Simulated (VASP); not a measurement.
Here is a VASP 6.6.1 calculation.

Contents of INCAR:

```
PREC = Accurate
ENCUT = 520
EDIFF = 1E-7
ISMEAR = -1
SIGMA = 0.02
LREAL = F
LASPH = T
NELM = 80
ALGO = Normal
ISIF = 2
LWAVE = F
LCHARG = T
GGA = PE
LELF = T
LVHAR = T
NBANDS = 16
```

KPOINTS

```
regular mesh
0
Gamma
  6 6 6
```

POSCAR

```
HgTe
1.0
    0.0000000000      3.2891972877      3.2891972877
    3.2891972877      0.0000000000      3.2891972877
    3.2891972877      3.2891972877      0.0000000000
Hg Te
1 1
Direct
    0.0000000000      0.0000000000      0.0000000000
    0.2500000000      0.2500000000      0.2500000000
```

Potentials or basis: VASP PAW PBE potentials, release 64 (Hg, Te).

Run with:

```bash
$ cat potpaw_PBE.64/Hg/POTCAR potpaw_PBE.64/Te/POTCAR > POTCAR
$ mpirun -np 1 vasp_std > vasp.out
```

(1) What does it give for the band gap on the k mesh?

(2) What does it give for the pressure?

## Answers

(1) zero (filled and empty bands touch).

(2) 1.3 GPa.

Caveat: spin-orbit coupling is left out, which moves the levels of the heavy elements.
